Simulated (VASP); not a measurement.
**Cl: single point with PBEsol**

Crystal: Cl.

```
Cl
1.0
     2.52039    0.00000    0.00000
    -1.26019    2.18272    0.00000
     0.00000    0.00000    3.73855
Cl
2
Direct
  0.33333 0.66667 0.25000
  0.66667 0.33333 0.75000
```

```json
{
  "Program": "VASP 6.6.1",
  "Task": "single point",
  "Functional": "PBEsol",
  "Potentials or basis": "VASP PAW PBE potentials, release 64 (Cl)",
  "Cutoff": "520 eV",
  "k mesh": "15 × 15 × 8",
  "Occupations": "fermi-dirac, width 0.08 eV",
  "Spin": "no spin polarisation",
  "Dipole correction": "no",
  "Further INCAR settings": "ALGO = Normal; EDIFF = 1e-07; NBANDS = 14"
}
```

| Property | Result |
| --- | --- |
| Pressure | 121.3 GPa |
| Band gap on the k mesh | zero (bands 7 and 8 overlap by 6.16 eV) |

Stress tensor (GPa, compression positive):
```
121.26   0.00   0.00
  0.00 121.26   0.00
  0.00   0.00 121.49
```

Levels at points of the mesh, in eV from the Fermi level:
| k point | band 5 | band 6 | band 7 | band 8 | band 9 | band 10 |
| --- | --- | --- | --- | --- | --- | --- |
| (0.00, 0.00, 0.00) | -0.67 | 1.83 | 1.83 | 3.89 | 8.06 | 12.27 |
| (0.00, 0.00, 0.50) | 0.58 | 0.58 | 0.58 | 0.58 | 10.40 | 10.40 |

Wall time 15 s on 1 thread of AMD EPYC 9R45 96-Core Processor (Zen 5) (shared host), peak memory 0.11 GiB.

Caveat: the cell stands under pressure; the PAW data sets were made with another functional, which shifts forces and pressure a little.
